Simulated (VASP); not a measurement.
# B5Pt (P6/mmm) in VASP: notebook, part 2 of 2

VASP 6.6.1. Earlier steps stand in the parts before.

## 6. Relaxation of cell and atoms, PBE

Input file INCAR:

```
SYSTEM = B5Pt
  PREC = Accurate
  ENCUT = 600
  EDIFF = 1E-6
  ISMEAR = 0
  SIGMA = 0.1
  LREAL = .FALSE.
  LASPH = .TRUE.
  NELM = 80
  ALGO = Normal
  ISIF = 3
  LWAVE = .FALSE.
  LCHARG = .FALSE.
  GGA = PE
  IBRION = 2
  NSW = 100
  EDIFFG = -0.01
```

Input file KPOINTS:

```
regular mesh
0
G
  12 12 6
  0 0 0
```

Input file POSCAR:

```
B5Pt
1.0
    2.9226021964      0.0000000000      0.0000000000
   -1.4613010982      2.5310477472      0.0000000000
    0.0000000000      0.0000000000      6.6359790006
B Pt
5 1
Direct
    0.3333333333      0.6666666667      0.8008295701
    0.3333333333      0.6666666667      0.1991704299
    0.6666666667      0.3333333333      0.1991704299
    0.6666666667      0.3333333333      0.8008295701
    0.0000000000      0.0000000000      0.0000000000
    0.0000000000      0.0000000000      0.5000000000
```

Potentials or basis: VASP PAW PBE potentials, release 64 (B, Pt).

Command:

```console
$ cat potpaw_PBE.64/B/POTCAR potpaw_PBE.64/Pt/POTCAR > POTCAR
$ mpirun -np 1 vasp_std > vasp.out
```

OUTCAR:

```text
SYSTEM = B5Pt
   PREC = Accurate
   ENCUT = 600
   EDIFF = 1E-6
   ISMEAR = 0
   LREAL = .FALSE.
   LASPH = .TRUE.
   NELM = 80
   ISIF = 3
   GGA = PE
   IBRION = 2
   NSW = 100
   EDIFFG = -0.01

 ion  position               nearest neighbor table
   1  0.333  0.667  0.801-   4 1.69   4 1.69   4 1.69   5 2.14   5 2.14   5 2.14   6 2.61   6 2.61
                             6 2.61
   2  0.333  0.667  0.199-   3 1.69   3 1.69   3 1.69   5 2.14   5 2.14   5 2.14   6 2.61   6 2.61
                             6 2.61
   3  0.667  0.333  0.199-   2 1.69   2 1.69   2 1.69   5 2.14   5 2.14   5 2.14   6 2.61   6 2.61
                             6 2.61
   4  0.667  0.333  0.801-   1 1.69   1 1.69   1 1.69   5 2.14   5 2.14   5 2.14   6 2.61   6 2.61
                             6 2.61
   5  0.000  0.000  0.000-   1 2.14   2 2.14   3 2.14   4 2.14   1 2.14   2 2.14   3 2.14   4 2.14
                             3 2.14   4 2.14   1 2.14   2 2.14
   6  0.000  0.000  0.500-   1 2.61   2 2.61   3 2.61   4 2.61   1 2.61   2 2.61   3 2.61   4 2.61
                             3 2.61   4 2.61   1 2.61   2 2.61
[... 329 lines left out ...]
 fundamental gap:      0.0486896120
 Fermi energy:         8.7701051820

 k-point     1 :       0.0000    0.0000    0.0000
  band No.  band energies     occupation
      1      -7.0692      2.00000
      2      -4.0634      2.00000
      3      -1.4554      2.00000
      4       3.5010      2.00000
      5       4.8224      2.00000
      6       5.1510      2.00000
[... 433 lines left out ...]
      3       0.8777      2.00000
      4       1.2246      2.00000
      5       2.4863      2.00000
      6       3.5926      2.00000
[... 8 lines left out ...]
     15      11.3720      0.00000
     16      12.6330      0.00000

 [... further k-points ...]

------------------------ aborting loop because EDIFF is reached ----------------------------------------

  FORCE on cell =-STRESS in cart. coord.  units (eV):
  Direction    XX          YY          ZZ          XY          YZ          ZX
  --------------------------------------------------------------------------------------
  -------------------------------------------------------------------------------------
  Total       -0.0434645     -0.0434645     -0.0277133      0.0000000      0.0000000      0.0000000
  in kB       -1.4172366     -1.4172366     -0.9036415      0.0000000      0.0000000      0.0000000
  external PRESSURE =      -1.2460382 kB  Pullay stress =       0.0000000 kB
[... 21 lines left out ...]
  FREE ENERGIE OF THE ION-ELECTRON SYSTEM (eV)
  ---------------------------------------------------
  free  energy   TOTEN  =       -35.3971178525 eV

  energy  without entropy=      -35.3886349697  energy(sigma->0) =      -35.39287641

 reached required accuracy - stopping structural energy minimisation
```

OSZICAR:

```text
N       E                     dE             d eps       ncg     rms          rms(c)
DAV:   1     0.986071195312E+02    0.98607E+02   -0.13414E+04  2432   0.162E+03
DAV:   2    -0.358576763659E+02   -0.13446E+03   -0.13259E+03  3120   0.281E+02
[... 26 lines left out ...]
   3 F= -.35396998E+02 E0= -.35392788E+02  d E =-.224006E-03
       N       E                     dE             d eps       ncg     rms          rms(c)
DAV:   1    -0.353972011295E+02   -0.20286E-03   -0.83933E-03  2432   0.714E-01    0.680E-02
DAV:   2    -0.353971708131E+02    0.30316E-04   -0.13795E-03  3048   0.309E-01    0.838E-02
DAV:   3    -0.353971189969E+02    0.51816E-04   -0.28351E-04  3152   0.138E-01    0.335E-02
DAV:   4    -0.353971173980E+02    0.15989E-05   -0.14405E-05  3288   0.287E-02    0.946E-03
DAV:   5    -0.353971178525E+02   -0.45456E-06   -0.15742E-06  1688   0.937E-03
   4 F= -.35397118E+02 E0= -.35392876E+02  d E =-.119644E-03
```

CONTCAR:

```text
B5Pt
   1.00000000000000
     2.9250380372625506   -0.0000000000000000    0.0000000000000000
    -1.4625190186312753    2.5331572472664483    0.0000000000000000
     0.0000000000000000    0.0000000000000000    6.6314669733453231
  B               Pt
     5     1
Direct
     0.3333333332999970    0.6666666667000030    0.8002695542286733
     0.3333333332999970    0.6666666667000030    0.1997304457713266
     0.6666666667000030    0.3333333332999970    0.1997304457713266
     0.6666666667000030    0.3333333332999970    0.8002695542286733
     1.0000000000000000    1.0000000000000000    0.0000000000000000
     1.0000000000000000    1.0000000000000000    0.5000000000000000

  0.00000000E+00  0.00000000E+00  0.00000000E+00
  0.00000000E+00  0.00000000E+00  0.00000000E+00
  0.00000000E+00  0.00000000E+00  0.00000000E+00
  0.00000000E+00  0.00000000E+00  0.00000000E+00
  0.00000000E+00  0.00000000E+00  0.00000000E+00
  0.00000000E+00  0.00000000E+00  0.00000000E+00
```

Wall time 2.9 min (1 thread of Intel Xeon 8259CL, shared host); peak memory 0.24 GiB.

What came out:

| Item | Value |
| --- | --- |
| Free energy | -35.3971 eV |
| Relaxed volume | 8.19 Å³/atom |
| Relaxed cell | a = 2.925 Å, b = 2.925 Å, c = 6.631 Å, α = 90.00°, β = 90.00°, γ = 120.00° |
| Space group after relaxing (to 0.1 Å) | P6/mmm (No. 191) |
| Energy gained by relaxing | 0.1 meV/atom |
| Ionic steps | 4 |
| Pressure after relaxing | -0.1 GPa |
| Largest force after relaxing | 0.009 eV/Å |
| Band gap on the k mesh | zero (an odd number of electrons rules out a gap without spin polarisation) |

Forces on the atoms (eV/Å):
```
B    0.000  0.000 -0.009
B    0.000  0.000  0.009
B    0.000  0.000  0.009
B    0.000  0.000 -0.009
B    0.000  0.000  0.000
Pt   0.000  0.000  0.000
```

Step by step:
| step | energy change (eV) | largest force (eV/Å) | pressure (GPa) | volume (Å³) |
| --- | --- | --- | --- | --- |
| 1 | 0.0000 | 0.0311 | 0.14 | 49.09 |
| 2 | -0.0002 | 0.0244 | -0.14 | 49.14 |
| 3 | -0.0002 | 0.0206 | -0.29 | 49.17 |
| 4 | -0.0003 | 0.0092 | -0.12 | 49.14 |

Final structure:
```yaml
crystal:
  lattice:
    - [2.92504, 0.00000, 0.00000]
    - [-1.46252, 2.53316, 0.00000]
    - [0.00000, 0.00000, 6.63147]
  atoms:
    - { symbol: B, position: [0.33333, 0.66667, 0.80027] }
    - { symbol: B, position: [0.33333, 0.66667, 0.19973] }
    - { symbol: B, position: [0.66667, 0.33333, 0.19973] }
    - { symbol: B, position: [0.66667, 0.33333, 0.80027] }
    - { symbol: B, position: [0.00000, 0.00000, 0.00000] }
    - { symbol: Pt, position: [0.00000, 0.00000, 0.50000] }
```

Levels at points of the mesh, in eV from the Fermi level:
| k point | band 9 | band 10 | band 11 | band 12 | band 13 | band 14 | band 15 | band 16 |
| --- | --- | --- | --- | --- | --- | --- | --- | --- |
| (0.00, 0.00, 0.00) | -2.11 | -0.24 | -0.24 | 0.07 | 0.07 | 1.25 | 1.25 | 2.56 |
| (0.50, 0.00, 0.00) | -3.58 | -3.48 | -0.64 | -0.52 | 0.61 | 1.47 | 2.30 | 4.10 |
| (0.00, 0.00, 0.50) | -2.15 | -0.63 | -0.63 | 0.48 | 0.48 | 1.47 | 1.47 | 4.84 |
| (0.50, 0.00, 0.50) | -2.07 | -1.90 | -1.89 | -1.07 | -0.52 | 0.86 | 2.23 | 2.29 |

Caveat: spin-orbit coupling is left out, which moves the levels of the heavy elements.

## 7. Overview

| task | cell | k mesh | cutoff (eV) | gap on the mesh (eV) | pressure (GPa) | relaxed volume (Å³/atom) | largest force (eV/Å) |
| --- | --- | --- | --- | --- | --- | --- | --- |
| single point | a = 2.923, b = 2.923, c = 6.636 Å, angles 90.0, 90.0, 120.0°, 6 atoms, atomic positions A | 6 × 6 × 4 | 520 | none | -0.1 | - | 0.01 |
| single point | a = 3.419, b = 3.419, c = 6.667 Å, angles 90.0, 90.0, 120.0°, 6 atoms, atomic positions B | 6 × 6 × 4 | 520 | none | -32.6 | - | 0.08 |
| single point | a = 2.925, b = 2.925, c = 6.632 Å, angles 90.0, 90.0, 120.0°, 6 atoms, atomic positions A | 12 × 12 × 6 | 520 | none | -0.1 | - | - |
| relaxation of cell and atoms | relaxed from a = 3.419, b = 3.419, c = 6.667 Å, angles 90.0, 90.0, 120.0°, 6 atoms, atomic positions B | 6 × 6 × 4 | 600 | none | 0.3 | 8.17 | 0.03 |
| relaxation of cell and atoms | relaxed from a = 2.923, b = 2.923, c = 6.636 Å, angles 90.0, 90.0, 120.0°, 6 atoms, atomic positions A | 12 × 12 × 6 | 600 | none | -0.1 | 8.19 | 0.01 |

Alike in all rows: level PBE; potentials or basis VASP PAW PBE potentials, release 64 (B, Pt); no spin polarisation; smearing gaussian 0.1 eV.

Caveats: some runs use coarse meshes; spin-orbit coupling is left out, which moves the levels of the heavy elements; the cell stands under tension (at least some runs); the volume moved by over 15 % at a fixed basis, so the end points are rough (at least some runs).

Absolute energies hang on the potentials; compare differences alone.
